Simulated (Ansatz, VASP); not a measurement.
**Two plane-wave programs on Zn3SnO**

```
Zn Sn O
1.0
     5.02075    0.00000    0.00000
    -2.51037    4.34809    0.00000
     0.00000    0.00000    4.43285
Zn Sn O
3 1 1
Direct
  0.50000 0.00000 0.00000
  0.00000 0.50000 0.00000
  0.50000 0.50000 0.00000
  0.00000 0.00000 0.00000
  0.00000 0.00000 0.50000
```

Alike in both runs: task relaxation of cell and atoms; functional PBE; k mesh 6 × 6 × 4; occupations gaussian, width 0.1 eV; no spin polarisation.

|  | VASP | Ansatz |
| --- | --- | --- |
| version | VASP 6.6.1 | Ansatz 0.2.0 |
| potentials or method | VASP PAW PBE potentials, release 64 (Zn, Sn_d, O), cutoff 600 eV | scalar-relativistic, plane waves, PAW |
| valence electrons in the cell | 56 | 56 |

```csv
,VASP,Ansatz,Ansatz less VASP
"gap on the k mesh at the Fermi level, each at its own relaxed structure (eV)",none,none,-
relaxed volume (Å³/atom),21.92,21.80,-0.115
relaxed cell length with the largest relative difference (Å),4.178,4.168,-0.0099
```

A gap of «none» marks a metal or a gap that the smearing closes.
